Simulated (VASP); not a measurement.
**InGa3P4: single point with PBE**

Crystal: InGa3P4.

```
CELL_PARAMETERS angstrom
5.44337 0.00000 0.00000
0.00000 5.44337 0.00000
0.00000 0.00000 5.44337
ATOMIC_POSITIONS crystal
In 0.50000 0.50000 0.50000
Ga 0.00000 0.00000 0.50000
Ga 0.50000 0.00000 0.00000
Ga 0.00000 0.50000 0.00000
P 0.50000 0.50000 0.00000
P 0.00000 0.50000 0.50000
P 0.50000 0.00000 0.50000
P 0.00000 0.00000 0.00000
```

* Program: VASP 6.6.1
* Task: single point
* Functional: PBE
* Potentials or basis: VASP PAW PBE potentials, release 64 (In_d, Ga_d, P)
* Cutoff: 520 eV
* k mesh: 4 × 4 × 4
* Occupations: gaussian, width 0.1 eV
* Spin: no spin polarisation
* Dipole correction: no
* Further INCAR settings: ALGO = Normal; EDIFF = 1e-07; NBANDS = 46

```
Pressure               : -6.0 GPa
Band gap on the k mesh : zero (band 36 reaches 5.70 eV, above the bottom of band 37 at 4.97 eV)
```

Levels at points of the mesh, in eV from the Fermi level:
| k point | band 32 | band 33 | band 34 | band 35 | band 36 | band 37 | band 38 | band 39 | band 40 | band 41 |
| --- | --- | --- | --- | --- | --- | --- | --- | --- | --- | --- |
| (0.00, 0.00, 0.00) | -2.27 | -2.27 | -2.24 | -2.24 | -2.24 | -0.09 | -0.09 | -0.09 | 0.26 | 3.80 |
| (0.50, 0.00, 0.00) | -3.19 | -1.39 | -1.39 | -1.28 | -1.28 | 0.44 | 0.69 | 1.93 | 2.36 | 4.12 |
| (0.50, 0.50, 0.00) | -2.80 | -0.16 | -0.15 | -0.15 | -0.04 | 1.83 | 1.83 | 1.84 | 2.35 | 3.91 |
| (0.50, 0.50, 0.50) | 0.13 | 0.13 | 0.13 | 0.22 | 0.22 | 2.72 | 2.72 | 2.72 | 2.76 | 2.99 |

Run time: 57 s on 1 thread of Intel(R) Xeon(R) 6975P-C (Granite Rapids) (shared host), peak memory 0.27 GiB.

Caveat: spin-orbit coupling is left out, which moves the levels of the heavy elements.
